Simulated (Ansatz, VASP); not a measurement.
# One calculation of Al, two programs

```
CELL_PARAMETERS angstrom
2.67183 0.00000 0.00000
-1.33592 2.31387 0.00000
0.00000 0.00000 4.62351
ATOMIC_POSITIONS crystal
Al 0.66667 0.33333 0.75000
Al 0.33333 0.66667 0.25000
```

Change from the starting cell: strain -0.050 along x and y, -0.050 along z, atoms carried along.

Alike in both runs: task single point; functional PBEsol; dispersion D3(BJ); k mesh 18 × 18 × 10; occupations gaussian, width 0.15 eV; no spin polarisation.

```csv
,VASP,Ansatz
version,VASP 6.6.1,Ansatz 0.2.0
potentials or method,"VASP PAW PBE potentials, release 64 (Al), cutoff 520 eV","scalar-relativistic, plane waves, PAW"
valence electrons in the cell,6,6
```

|  | VASP | Ansatz | Ansatz less VASP |
| --- | --- | --- | --- |
| gap on the k mesh at the Fermi level (eV) | none | none | - |
| pressure (GPa) | 10.3 | 10.2 | -0.12 |
| traceless stress, the component that is largest in VASP (GPa) | -4.00 | -3.96 | +0.038 |

VASP's potentials were made for PBE, not for PBEsol. A gap of «none» marks a metal or a gap that the smearing closes.
